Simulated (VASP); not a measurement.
## Ag3BrO: relaxation of cell and atoms with PBE

Crystal: Ag3BrO.

```xyz
10
Lattice="6.3038 0.0000 0.0000 -3.1519 5.4593 0.0000 0.0000 0.0000 5.2952" Properties=species:S:1:pos:R:3 pbc="T T T"
Ag    3.1519    3.6395    3.9714
Ag    1.5760    0.9099    3.9714
Ag    4.7279    0.9099    3.9714
Ag    0.0000    1.8198    1.3238
Ag    1.5760    4.5494    1.3238
Ag   -1.5760    4.5494    1.3238
Br    0.0000    3.6395    3.9714
Br    3.1519    1.8198    1.3238
O     0.0000    0.0000    0.0000
O     0.0000    0.0000    2.6476
```

```
Program                : VASP 6.6.1
Task                   : relaxation of cell and atoms
Functional             : PBE
Potentials or basis    : VASP PAW PBE potentials, release 64 (Ag, Br, O)
Cutoff                 : 600 eV
k mesh                 : 3 × 3 × 4
Occupations            : gaussian, width 0.1 eV
Spin                   : no spin polarisation
Dipole correction      : no
Further INCAR settings : ALGO = Normal; EDIFF = 1e-07; IBRION = 2; EDIFFG = -0.04; NSW = 90; ISIF = 3
```

The relaxed volume is 18.33 Å³/atom and the relaxed cell is a = 6.235 Å, b = 6.235 Å, c = 5.445 Å, α = 90.00°, β = 90.00°, γ = 120.00°. The space group after relaxing (to 0.05 Å) is P6_3/mmc (No. 194) and the energy gained by relaxing is 47.1 meV/atom. The ionic steps are 8, the pressure after relaxing is -0.1 GPa and the largest force after relaxing is 0.035 eV/Å. The band gap on the k mesh is zero (band 46 reaches 5.36 eV, above the bottom of band 47 at 4.67 eV).

Forces in eV/Å, atoms in the order of the input:
```
Ag   0.000  0.035  0.000
Ag  -0.030 -0.017  0.000
Ag   0.030 -0.017  0.000
Ag   0.000 -0.035  0.000
Ag   0.030  0.017  0.000
Ag  -0.030  0.017  0.000
Br   0.000  0.000  0.000
Br   0.000  0.000  0.000
O    0.000  0.000  0.000
O    0.000  0.000  0.000
```

Stress tensor (GPa, compression positive):
```
-0.19  0.00  0.00
 0.00 -0.19  0.00
 0.00  0.00  0.09
```

Step by step:
| step | energy change (eV) | largest force (eV/Å) | pressure (GPa) | volume (Å³) |
| --- | --- | --- | --- | --- |
| 1 | 0.0000 | 1.2185 | 4.31 | 182.23 |
| 2 | -0.3019 | 0.1996 | -2.35 | 195.46 |
| 3 | -0.3117 | 0.3313 | -1.50 | 193.26 |
| 4 | -0.3875 | 0.2676 | -1.12 | 189.90 |
| 5 | -0.4690 | 0.0148 | 0.45 | 181.73 |
| 6 | -0.4699 | 0.0333 | 0.20 | 182.71 |
| 7 | -0.4700 | 0.0216 | 0.27 | 182.46 |
| 8 | -0.4713 | 0.0348 | -0.09 | 183.28 |

Final structure:
```
Ag Br O
1.0
     6.23453    0.00000    0.00000
    -3.11727    5.39926    0.00000
     0.00000    0.00000    5.44487
Ag Br O
6 2 2
Direct
  0.82208 0.64415 0.75000
  0.35585 0.17792 0.75000
  0.82208 0.17792 0.75000
  0.17792 0.35585 0.25000
  0.64415 0.82208 0.25000
  0.17792 0.82208 0.25000
  0.33333 0.66667 0.75000
  0.66667 0.33333 0.25000
  0.00000 0.00000 0.00000
  0.00000 0.00000 0.50000
```

Levels at points of the mesh, in eV from the Fermi level:
```csv
k point,band 43,band 44,band 45,band 46,band 47,band 48,band 49,band 50
"(0.00, 0.00, 0.00)",-1.77,-1.77,-0.37,-0.37,0.14,0.27,4.02,4.02
"(0.00, 0.00, 0.50)",-0.96,-0.96,-0.96,-0.96,1.09,1.09,3.74,3.74
```

Run time: 12 min on 1 thread of Oxide Virtual Turin-like Processor (shared host), peak memory 0.35 GiB.

Caveat: the k points lie up to 0.39 Å⁻¹ apart in the final cell.
